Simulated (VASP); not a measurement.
A run of VASP 6.6.1:

The input INCAR:

```
SYSTEM = Sr
ALGO = Fast ; EDIFF = 1E-7
ENCUT = 520 ; GGA = PE
ISIF = 2 ; ISMEAR = 0
LASPH = .TRUE. ; LCHARG = .FALSE.
LREAL = .FALSE. ; LWAVE = .FALSE.
NBANDS = 11 ; NELM = 60
PREC = Accurate ; SIGMA = 0.15
```

Contents of KPOINTS:

```
k-points
0
G
  14 14 14
  0 0 0
```

The input POSCAR:

```
Sr
1.0
   -2.6190000000      2.6190000000      2.2310000000
    2.6190000000     -2.6190000000      2.2310000000
    2.6190000000      2.6190000000     -2.2310000000
Sr
1
Direct
    0.0000000000      0.0000000000      0.0000000000
```

Potentials or basis: VASP PAW PBE potentials, release 64 (Sr_sv).

The run is started by

```console
$ cat potpaw_PBE.64/Sr_sv/POTCAR > POTCAR
$ mpirun -np 1 vasp_std > vasp.out
```

Hardware: 1 thread of Intel(R) Xeon(R) Platinum 8488C (Sapphire Rapids) (shared host).

How long does it take, and how much memory?

It took 68 s on 1 thread of Intel(R) Xeon(R) Platinum 8488C (Sapphire Rapids), with other jobs on the host, peak memory 0.3 GiB. Counts: scf iterations 14, k points 244.
